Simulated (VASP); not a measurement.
# TiCo (Pm-3m) in VASP: settings compared

The runs below take TiCo through single point, with PBE, RPBE.

Program: VASP 6.6.1. These are calculated values, not measurements. Logs are shortened: lines on timing, memory, paths and dates and some standing lists are left out, and cuts for length are marked.

**1. The cell of the first run**

The structure is cubic, space group Pm-3m (No. 221). The conventional cell has a = 2.986 Å, b = 2.986 Å, c = 2.986 Å, α = 90.00°, β = 90.00°, γ = 90.00°. Within 3.4 Å of Co (site symmetry m-3m) lie 8 Ti at 2.59 Å and 6 Co at 2.99 Å. Ti (site symmetry m-3m) has 8 Co at 2.59 Å and 6 Ti at 2.99 Å within 3.4 Å.

**2. Single point, PBE, collinear spin, ferromagnetic start**

Input file INCAR:

```
SYSTEM = TiCo
ALGO = Normal ; EDIFF = 1E-6
ENCUT = 520 ; GGA = PE
ISIF = 2 ; ISMEAR = 0
ISPIN = 2 ; LASPH = .TRUE.
LCHARG = .TRUE. ; LELF = .TRUE.
LMAXMIX = 4 ; LORBIT = 11
LREAL = .FALSE. ; LVHAR = .TRUE.
LWAVE = .FALSE. ; MAGMOM = 2 1
NBANDS = 22 ; NELM = 150
PREC = Accurate ; SIGMA = 0.018000000000000002
```

Input file KPOINTS:

```
k-points
0
G
  9 9 9
  0 0 0
```

Input file POSCAR:

```
TiCo
1.0
    2.9861109900      0.0000000000      0.0000000000
    0.0000000000      2.9861109900      0.0000000000
    0.0000000000      0.0000000000      2.9861109900
Co Ti
1 1
Direct
    0.5000000000      0.5000000000      0.5000000000
    0.0000000000      0.0000000000      0.0000000000
```

Potentials or basis: VASP PAW PBE potentials, release 64 (Co, Ti_sv).

Command:

```console
> cat potpaw_PBE.64/Co/POTCAR potpaw_PBE.64/Ti_sv/POTCAR > POTCAR
> mpirun -np 1 vasp_std > vasp.out
```

OUTCAR:

```text
SYSTEM = TiCo
   EDIFF = 1E-6
   ENCUT = 520
   GGA = PE
   ISIF = 2
   ISMEAR = 0
   ISPIN = 2
   LASPH = .TRUE.
   LORBIT = 11
   LREAL = .FALSE.
   NELM = 150
   PREC = Accurate

 ion  position               nearest neighbor table
   1  0.500  0.500  0.500-   2 2.59   2 2.59   2 2.59   2 2.59   2 2.59   2 2.59   2 2.59   2 2.59

   2  0.000  0.000  0.000-   1 2.59   1 2.59   1 2.59   1 2.59   1 2.59   1 2.59   1 2.59   1 2.59

  LATTYP: Found a simple cubic cell.
 ALAT       =     2.9861109900

  Lattice vectors:

 A1 = (   2.9861109900,   0.0000000000,   0.0000000000)
 A2 = (   0.0000000000,   2.9861109900,   0.0000000000)
 A3 = (   0.0000000000,   0.0000000000,   2.9861109900)

Analysis of symmetry for initial positions (statically):
=====================================================================
 Subroutine PRICEL returns:
 Original cell was already a primitive cell.

 Routine SETGRP: Setting up the symmetry group for a
 simple cubic supercell.

 Subroutine GETGRP returns: Found 48 space group operations
 (whereof 48 operations were pure point group operations)
 out of a pool of 48 trial point group operations.

The static configuration has the point symmetry O_h .

Analysis of symmetry for dynamics (positions and initial velocities):
=====================================================================
 Subroutine PRICEL returns:
 Original cell was already a primitive cell.

 Routine SETGRP: Setting up the symmetry group for a
 simple cubic supercell.

 Subroutine GETGRP returns: Found 48 space group operations
 (whereof 48 operations were pure point group operations)
 out of a pool of 48 trial point group operations.

The dynamic configuration has the point symmetry O_h .

Analysis of structural, dynamic, and magnetic symmetry:
=====================================================================
 Subroutine PRICEL returns:
 Original cell was already a primitive cell.

 Routine SETGRP: Setting up the symmetry group for a
 simple cubic supercell.

 Subroutine GETGRP returns: Found 48 space group operations
 (whereof 48 operations were pure point group operations)
 out of a pool of 48 trial point group operations.

The overall configuration has the point symmetry O_h .

 Subroutine INISYM returns: Found 48 space group operations
 (whereof 48 operations are pure point group operations),
 and found     1 'primitive' translations

----------------------------------------------------------------------------------------

                                     Primitive cell

  volume of cell :      26.6267

  direct lattice vectors                    reciprocal lattice vectors
     2.986110990  0.000000000  0.000000000     0.334883735  0.000000000  0.000000000
     0.000000000  2.986110990  0.000000000     0.000000000  0.334883735  0.000000000
     0.000000000  0.000000000  2.986110990     0.000000000  0.000000000  0.334883735

  length of vectors
     2.986110990  2.986110990  2.986110990     0.334883735  0.334883735  0.334883735

  position of ions in fractional coordinates (direct lattice)
     0.500000000  0.500000000  0.500000000
     0.000000000  0.000000000  0.000000000

  ion indices of the primitive-cell ions
   primitive index   ion index
                 1           1
                 2           2

----------------------------------------------------------------------------------------

 KPOINTS: k-points

Automatic generation of k-mesh.
 Grid dimensions read from file:
 generate k-points for:    9    9    9

 Generating k-lattice:

  Cartesian coordinates                     Fractional coordinates (reciprocal lattice)
     0.037209304  0.000000000  0.000000000     0.111111111  0.000000000  0.000000000
     0.000000000  0.037209304  0.000000000     0.000000000  0.111111111  0.000000000
     0.000000000  0.000000000  0.037209304     0.000000000  0.000000000  0.111111111

  Length of vectors
     0.037209304  0.037209304  0.037209304

  Shift w.r.t. Gamma in fractional coordinates (k-lattice)
     0.000000000  0.000000000  0.000000000

 Subroutine IBZKPT returns following result:
 ===========================================

 Found     35 irreducible k-points:

 Following reciprocal coordinates:
            Coordinates               Weight
  0.000000  0.000000  0.000000      1.000000
  0.111111  0.000000  0.000000      6.000000
  0.222222  0.000000  0.000000      6.000000
  0.333333  0.000000  0.000000      6.000000
  0.444444  0.000000  0.000000      6.000000
  0.111111  0.111111  0.000000     12.000000
[... 16 lines left out ...]
  0.333333  0.333333  0.111111     24.000000
  0.444444  0.333333  0.111111     48.000000
 [... further k-points ...]
   k-points           NKPTS =     35   k-points in BZ     NKDIM =     35   number of bands    NBANDS=     22
   number of dos      NEDOS =    301   number of ions     NIONS =      2
   total plane-waves  NPLWV =  13824
   dimension x,y,z NGX =    24 NGY =   24 NGZ =   24
   dimension x,y,z NGXF=    48 NGYF=   48 NGZF=   48
   ions per type =               1   1
   NGX,Y,Z   is equivalent  to a cutoff of  13.36, 13.36, 13.36 a.u.
   NGXF,Y,Z  is equivalent  to a cutoff of  26.72, 26.72, 26.72 a.u.
 SYSTEM =  TiCo
   PREC   = accura    normal or accurate (medium, high low for compatibility)
   ISTART =      0    job   : 0-new  1-cont  2-samecut
   ICHARG =      2    charge: 1-file 2-atom 10-const
   ISPIN  =      2    spin polarized calculation?
   LNONCOLLINEAR =      F non collinear calculations
   LSORBIT =      F    spin-orbit coupling
   LASPH  =      T    aspherical Exc in radial PAW
   ENCUT  =  520.0 eV  38.22 Ry    6.18 a.u.   5.55  5.55  5.55*2*pi/ulx,y,z
   NELM   =    150;   NELMIN=  2; NELMDL= -5     # of ELM steps
   EDIFF  = 0.1E-05   stopping-criterion for ELM
   LREAL  =      F    real-space projection
   EDIFFG = 0.1E-04   stopping-criterion for IOM
   NSW    =      0    number of steps for IOM
   IBRION =     -1    ionic relax: 0-MD 1-quasi-New 2-CG
   NFREE  =      0    steps in history (QN), initial steepest desc. (CG)
   ISIF   =      2    stress and relaxation
   ISYM   =      2    0-nonsym 1-usesym 2-fastsym
   POTIM  = 0.5000    time-step for ionic-motion
   TEBEG  =    0.0;   TEEND  =   0.0 temperature during run
   PSTRESS=    0.0 pullay stress
   NELECT =      21.0000    total number of electrons
   NUPDOWN=      -1.0000    fix difference up-down
   EMIN   =  10.00;   EMAX   =-10.00  energy-range for DOS
   EFERMI =   0.00;   METHOD = LEGACY
   ISMEAR =     0;   SIGMA  =   0.02  broadening in eV -4-tet -1-fermi 0-gaus
   EFERMI_NEDOS =   21; number of points for ismear=-14 and -15
   IALGO  =     38    algorithm
   IMIX   =      4    mixing-type and parameters
     AMIX     =   0.40;   BMIX     =  1.00
     AMIX_MAG =   1.60;   BMIX_MAG =  1.00
  volume/ion in A,a.u.               =      13.31        89.84
  Fermi-wavevector in a.u.,A,eV,Ry     =   1.512546  2.858298 31.127355  2.287796
  Thomas-Fermi vector in A             =   2.622456
   LORBIT       =     11    0 simple, 1 ext, 2 COOP (PROOUT), +10 PAW based schemes
   GGA     = PE    functional components
   LHFCALC =     F    Hartree Fock is set to
   AEXX    =    0.0000 exact exchange contribution
   IVDW    =     0    specifies the selected vdW correction
   LEPSILON=     F    determine dielectric tensor
   LRPA    =     F    only Hartree local field effects (RPA)
 spin polarized calculation
 Gauss-broadening in eV      SIGMA  =   0.02
  energy-cutoff  :      520.00
  volume of cell :       26.63
 maximum number of plane-waves:       739
 NGX is ok and might be reduce to    24
   NGX = 11   NGY = 11   NGZ = 11

 number of electron      20.9999983 magnetization       0.8371700

 Free energy of the ion-electron system (eV)
  ---------------------------------------------------
  ext. energy  EPLUGINS =         0.00000000
  ---------------------------------------------------
  free energy    TOTEN  =       -15.67485425 eV

  energy without entropy =      -15.67457522  energy(sigma->0) =      -15.67471473

 E-fermi :   9.9585     XC(G=0): -12.5743

 val. band max:        9.9583591350   @ k =   0.3333   0.3333   0.0000
 cond. band min:       9.9914779142   @ k =   0.3333   0.1111   0.1111
 fundamental gap:      0.0331187792
 Fermi energy:         9.9585363414

 spin component 1

 k-point     1 :       0.0000    0.0000    0.0000
  band No.  band energies     occupation
      1     -47.2123      1.00000
      2     -23.3057      1.00000
      3     -23.3057      1.00000
      4     -23.3057      1.00000
      5       2.2475      1.00000
      6       5.7601      1.00000
[... 14 lines left out ...]
     21      29.2535      0.00000
     22      30.8751      0.00000

 k-point     2 :       0.1111    0.0000    0.0000
  band No.  band energies     occupation
      1     -47.2086      1.00000
      2     -23.3411      1.00000
      3     -23.3031      1.00000
      4     -23.3031      1.00000
      5       2.4911      1.00000
      6       5.8550      1.00000
[... 542 lines left out ...]
 k-point    24 :       0.4444    0.3333    0.1111
  band No.  band energies     occupation
      1     -47.1568      1.00000
      2     -23.5562      1.00000
      3     -23.4870      1.00000
      4     -23.2959      1.00000
      5       5.6738      1.00000
      6       6.2715      1.00000
[... 14 lines left out ...]
     21      26.7271      0.00000
     22      29.7342      0.00000

 [... further k-points ...]

 spin component 2

 k-point     1 :       0.0000    0.0000    0.0000
  band No.  band energies     occupation
      1     -47.2211      1.00000
      2     -23.3150      1.00000
      3     -23.3150      1.00000
      4     -23.3150      1.00000
      5       2.2308      1.00000
      6       6.4129      1.00000
[... 14 lines left out ...]
     21      29.4010      0.00000
     22      30.7530      0.00000

 k-point     2 :       0.1111    0.0000    0.0000
  band No.  band energies     occupation
      1     -47.2174      1.00000
      2     -23.3509      1.00000
      3     -23.3124      1.00000
      4     -23.3124      1.00000
      5       2.4749      1.00000
      6       6.5206      1.00000
[... 542 lines left out ...]
 k-point    24 :       0.4444    0.3333    0.1111
  band No.  band energies     occupation
      1     -47.1650      1.00000
      2     -23.5687      1.00000
      3     -23.4987      1.00000
      4     -23.3055      1.00000
      5       5.9832      1.00000
      6       6.5523      1.00000
[... 14 lines left out ...]
     21      26.7612      0.00000
     22      29.7079      0.00000

 [... further k-points ...]
[... 5 lines left out ...]
  --------------------------------------------------------------------------------------
  -------------------------------------------------------------------------------------
  Total       -0.1274162     -0.1274162     -0.1274162     -0.0000000      0.0000000     -0.0000000
  in kB       -7.6668601     -7.6668601     -7.6668601     -0.0000000      0.0000000     -0.0000000
  external PRESSURE =      -7.6668601 kB  Pullay stress =       0.0000000 kB

 VOLUME and BASIS-vectors are now :
 -----------------------------------------------------------------------------
  energy-cutoff  :      520.00
  volume of cell :       26.63
      direct lattice vectors                 reciprocal lattice vectors
     2.986110990  0.000000000  0.000000000     0.334883735  0.000000000  0.000000000
     0.000000000  2.986110990  0.000000000     0.000000000  0.334883735  0.000000000
     0.000000000  0.000000000  2.986110990     0.000000000  0.000000000  0.334883735

 POSITION                                       TOTAL-FORCE (eV/Angst)
 -----------------------------------------------------------------------------------
      1.49306      1.49306      1.49306         0.000000      0.000000      0.000000
      0.00000      0.00000      0.00000         0.000000      0.000000      0.000000
 -----------------------------------------------------------------------------------
    total drift:                                0.000000      0.000000     -0.000000

  FREE ENERGIE OF THE ION-ELECTRON SYSTEM (eV)
  ---------------------------------------------------
  free  energy   TOTEN  =       -15.6748542473 eV

  energy  without entropy=      -15.6745752183  energy(sigma->0) =      -15.67471473

 total charge

# of ion       s       p       d       tot
------------------------------------------
    1        0.524   0.460   7.303   8.287
    2        2.247   6.179   1.860  10.286
--------------------------------------------------
tot          2.771   6.639   9.163  18.573

 magnetization (x)

# of ion       s       p       d       tot
------------------------------------------
    1        0.026  -0.006   0.899   0.919
    2       -0.002  -0.014  -0.012  -0.029
--------------------------------------------------
tot          0.023  -0.020   0.887   0.890
```

Run time: 71 s. Hardware: 1 thread of Intel Xeon 8259CL, shared host; peak memory 0.17 GiB.

Results:

* Free energy: -15.6749 eV
* Pressure: -0.8 GPa
* Net moment: 0.84 μB per cell
* Site moments: Co +0.92; Ti -0.03 μB
* Valence electrons inside the program's atomic spheres: Co 8.29; Ti 10.29

**3. Single point, RPBE, collinear spin, ferromagnetic start**

Input file INCAR:

```
SYSTEM = TiCo
PREC = Accurate ; ENCUT = 520
EDIFF = 1E-6 ; ISMEAR = -1
SIGMA = 0.05 ; LREAL = .False.
LASPH = .True. ; NELM = 150
ALGO = Fast ; ISIF = 2
LWAVE = .False. ; LCHARG = .False.
ISPIN = 2 ; MAGMOM = 2 1
LORBIT = 11 ; LMAXMIX = 4
GGA = RP ; NBANDS = 22
```

Input file KPOINTS:

```
regular mesh
0
Gamma
  9 9 9
  0 0 0
```

POSCAR is that of step 2.

Potentials or basis: VASP PAW PBE potentials, release 64 (Co, Ti_sv).

Command:

```console
> cat potpaw_PBE.64/Co/POTCAR potpaw_PBE.64/Ti_sv/POTCAR > POTCAR
> mpirun -np 1 vasp_std > vasp.out
```

Wall time 74 s (1 thread of Intel Xeon 8259CL, shared host); peak memory 0.17 GiB.

Results (log left out):

```yaml
Free_energy: -14.7235 eV
Pressure: 3.6 GPa
Net_moment: 0.83 μB per cell
Site_moments: Co +0.94; Ti -0.04 μB
Valence_electrons_inside_the_program's_atomic_spheres: Co 8.29; Ti 10.28
```

Levels at points of the mesh, in eV from the Fermi level:
Spin up:
```csv
k point,band 8,band 9,band 10,band 11,band 12,band 13,band 14,band 15
"(0.00, 0.00, 0.00)",-1.91,-1.91,-1.91,0.46,0.46,2.65,2.65,2.65
```
Spin down:
```tsv
k point	band 8	band 9	band 10	band 11	band 12	band 13
(0.00, 0.00, 0.00)	-1.35	-1.35	-1.35	1.02	1.02	2.74
```

Caveat: the PAW data sets were made with another functional, which shifts forces and pressure a little.

**4. Single point, PBE, collinear spin, ferromagnetic start**

Input file INCAR:

```
PREC = Accurate
ENCUT = 520
EDIFF = 1E-6
ISMEAR = 0
SIGMA = 0.012
LREAL = F
LASPH = T
NELM = 150
ALGO = Normal
ISIF = 2
LWAVE = F
LCHARG = T
ISPIN = 2
MAGMOM = 2 1
LORBIT = 11
LMAXMIX = 4
GGA = PE
LELF = T
LVHAR = T
NBANDS = 22
```

Input file KPOINTS:

```
Automatic mesh
0
Gamma
  9 9 9
```

POSCAR is that of step 3.

Command:

```console
> cat potpaw_PBE.64/Co/POTCAR potpaw_PBE.64/Ti_sv/POTCAR > POTCAR
> mpirun -np 1 vasp_std > vasp.out
```

Wall time 19 s (1 thread of Intel Xeon 6975P-C (Granite Rapids), shared host); peak memory 0.17 GiB.

The run converged. Its results:

* Free energy: -15.6748 eV
* Pressure: -0.7 GPa
* Net moment: 0.84 μB per cell
* Site moments: Co +0.92; Ti -0.03 μB
* Valence electrons inside the program's atomic spheres: Co 8.29; Ti 10.29

Levels at points of the mesh, in eV from the Fermi level:
Spin up:
```
           k point  band 8  band 9  band 10  band 11  band 12  band 13  band 14  band 15
(0.00, 0.00, 0.00)   -1.90   -1.90    -1.90     0.46     0.46     2.64     2.64     2.64
```
Spin down:
| k point | band 7 | band 8 | band 9 | band 10 | band 11 | band 12 | band 13 | band 14 |
| --- | --- | --- | --- | --- | --- | --- | --- | --- |
| (0.00, 0.00, 0.00) | -3.55 | -1.36 | -1.36 | -1.36 | 0.99 | 0.99 | 2.74 | 2.74 |

**5. Single point, PBE, collinear spin, ferromagnetic start**

Input file INCAR:

```
PREC = Accurate
ENCUT = 520
EDIFF = 1E-6
ISMEAR = 0
SIGMA = 0.013000000000000001
LREAL = False
LASPH = True
NELM = 150
ALGO = Fast
ISIF = 2
LWAVE = False
LCHARG = False
ISPIN = 2
MAGMOM = 2 1
LORBIT = 11
LMAXMIX = 4
GGA = PE
NBANDS = 22
```

KPOINTS is that of step 4.

POSCAR is that of step 4.

Command:

```console
> cat potpaw_PBE.64/Co/POTCAR potpaw_PBE.64/Ti_sv/POTCAR > POTCAR
> mpirun -np 1 vasp_std > vasp.out
```

It took 20 s on 1 thread of Intel Xeon 6975P-C (Granite Rapids), shared host; peak memory 0.16 GiB.

It converged, with:

```
Free energy                                           : -15.6748 eV
Pressure                                              : -0.8 GPa
Net moment                                            : 0.84 μB per cell
Site moments                                          : Co +0.92; Ti -0.03 μB
Valence electrons inside the program's atomic spheres : Co 8.29; Ti 10.29
```

Levels at points of the mesh, in eV from the Fermi level:
Spin up:
```csv
k point,band 9,band 10,band 11,band 12,band 13,band 14
"(0.00, 0.00, 0.00)",-1.90,-1.90,0.46,0.46,2.64,2.64
```
Spin down:
```
           k point  band 6  band 7  band 8  band 9  band 10  band 11  band 12  band 13  band 14  band 15
(0.00, 0.00, 0.00)   -3.55   -3.55   -1.36   -1.36    -1.36     0.99     0.99     2.74     2.74     2.74
```

**6. Single point, PBE, collinear spin, ferromagnetic start**

Input file INCAR:

```
SYSTEM = TiCo
PREC = Accurate
ENCUT = 520
EDIFF = 1E-6
ISMEAR = 0
SIGMA = 0.017
LREAL = .False.
LASPH = .True.
NELM = 150
ALGO = Normal
ISIF = 2
LWAVE = .False.
LCHARG = .False.
ISPIN = 2
MAGMOM = 2 1
LORBIT = 11
LMAXMIX = 4
GGA = PE
NBANDS = 22
```

Input file KPOINTS:

```
Automatic mesh
0
Gamma
  9 9 9
  0 0 0
```

POSCAR is that of step 5.

Potentials or basis: VASP PAW PBE potentials, release 64 (Co, Ti_sv).

Command:

```console
> cat potpaw_PBE.64/Co/POTCAR potpaw_PBE.64/Ti_sv/POTCAR > POTCAR
> mpirun -np 1 vasp_std > vasp.out
```

Wall time 17 s (1 thread of Intel Xeon 6975P-C (Granite Rapids), shared host); peak memory 0.17 GiB.

Results (log left out):

```yaml
Free_energy: -15.6748 eV
Pressure: -0.8 GPa
Net_moment: 0.84 μB per cell
Site_moments: Co +0.92; Ti -0.03 μB
Valence_electrons_inside_the_program's_atomic_spheres: Co 8.29; Ti 10.29
```

Levels at points of the mesh, in eV from the Fermi level:
Spin up:
| k point | band 9 | band 10 | band 11 | band 12 | band 13 | band 14 |
| --- | --- | --- | --- | --- | --- | --- |
| (0.00, 0.00, 0.00) | -1.90 | -1.90 | 0.46 | 0.46 | 2.64 | 2.64 |
Spin down:
| k point | band 6 | band 7 | band 8 | band 9 | band 10 | band 11 | band 12 | band 13 | band 14 | band 15 |
| --- | --- | --- | --- | --- | --- | --- | --- | --- | --- | --- |
| (0.00, 0.00, 0.00) | -3.55 | -3.55 | -1.36 | -1.36 | -1.36 | 0.99 | 0.99 | 2.74 | 2.74 | 2.74 |

**7. Summary**

| level | smearing | gap on the mesh (eV) | pressure (GPa) | moment (μB) |
| --- | --- | --- | --- | --- |
| PBE | gaussian 0.018 eV | none | -0.8 | 0.84 |
| RPBE | fermi-dirac 0.05 eV | none | 3.6 | 0.83 |
| PBE | gaussian 0.012 eV | none | -0.7 | 0.84 |
| PBE | gaussian 0.013 eV | none | -0.8 | 0.84 |
| PBE | gaussian 0.017 eV | none | -0.8 | 0.84 |

Alike in all rows: task single point; potentials or basis VASP PAW PBE potentials, release 64 (Co, Ti_sv); spin collinear, ferromagnetic start; cell as given; k mesh 9 × 9 × 9; cutoff (eV) 520.

Every run on the cell as given and a fine mesh finds a metal. The pressure there spans -0.8 GPa (PBE) to 3.6 GPa (RPBE); a positive pressure means that this level wants a larger cell, a negative one a smaller.

Caveats: the PAW data sets were made with another functional, which shifts forces and pressure a little (some runs).

Total energies depend on the potentials used, so only differences within one code and one set of settings carry meaning.
